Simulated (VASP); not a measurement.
Write the native input for VASP 6.6.1 that does the following.

- Task: single point
- Functional: PBEsol
- Potentials or basis: VASP PAW PBE potentials, release 64 (P)
- Cutoff: 520 eV
- k mesh: 24 × 24 × 12
- Occupations: gaussian, width 0.15 eV
- Spin: no spin polarisation
- Dipole correction: no
- Further INCAR settings: ALGO = Normal; EDIFF = 1e-07; NBANDS = 12

The structure of P lies in POSCAR:

```
P
1.0
    2.4347371633      0.0000000000      0.0048253137
    0.0000000000      2.4346254889      0.0000000000
   -0.0099022070      0.0000000000      4.4095117485
P
2
Direct
    0.0000000000      0.0000000000      0.2500000000
    1.0000000000      0.0000000000      0.7500000000
```

This cell differs from its parent crystal: strain +0.000 along x and y, -0.080 along z.

The input as run:

INCAR

```
  PREC = Accurate
  ENCUT = 520
  EDIFF = 1E-7
  ISMEAR = 0
  SIGMA = 0.15
  LREAL = F
  LASPH = T
  NELM = 60
  ALGO = Normal
  ISIF = 2
  LWAVE = F
  LCHARG = T
  GGA = PS
  LELF = T
  LVHAR = T
  NBANDS = 12
```

KPOINTS

```
regular mesh
0
Gamma
  24 24 12
```

Potentials or basis: VASP PAW PBE potentials, release 64 (P).

Command:

```sh
$ cat potpaw_PBE.64/P/POTCAR > POTCAR
$ mpirun -np 1 vasp_std > vasp.out
```

It gave:

```json
{
  "Pressure": "15.6 GPa",
  "Band gap on the k mesh": "zero (bands 5 and 6 overlap by 10.22 eV)"
}
```

Caveat: the cell differs from its parent crystal (strain +0.000 along x and y, -0.080 along z); the cell stands under pressure; the PAW data sets were made with another functional, which shifts forces and pressure a little.

Wall time 6.6 min on 1 thread of Intel Xeon 8259CL (shared host), peak memory 0.52 GiB.
